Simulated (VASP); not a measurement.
BN, 4 atoms in the cell. It takes space group P6_3/mmc (No. 194, hexagonal). The conventional cell has a = 2.630 Å, b = 2.630 Å, c = 6.233 Å, α = 90.00°, β = 90.00°, γ = 120.00°. B (site symmetry -6m2) has 3 N at 1.52 Å within 2.0 Å. Within 2.0 Å of N (site symmetry -6m2) lie 3 B at 1.52 Å.  This cell differs from its parent crystal: volume 9.334 Å^3 an atom, c/a of the conventional cell 2.3702.

- Program: VASP 6.6.1
- Task: single point
- Functional: LDA
- Potentials or basis: VASP PAW LDA potentials, release 64 (B, N)
- Cutoff: 520 eV
- k mesh: 12 × 12 × 4
- Occupations: gaussian, width 0.05 eV
- Spin: no spin polarisation
- Dipole correction: no
- Further INCAR settings: ALGO = Normal; EDIFF = 1e-07; NBANDS = 16

Potentials or basis: VASP PAW LDA potentials, release 64 (B, N).

Command:

```sh
$ cat potpaw_LDA.64/B/POTCAR potpaw_LDA.64/N/POTCAR > POTCAR
$ mpirun -np 1 vasp_std > vasp.out
```

Hardware: 1 thread of Intel Xeon 8259CL, with other jobs on the host.

Task: Estimate the wall time of this run.

Result: Run time: 43 s on 1 thread of Intel Xeon 8259CL (shared host), peak memory 0.15 GiB. Counts: scf iterations 13, k points 57.
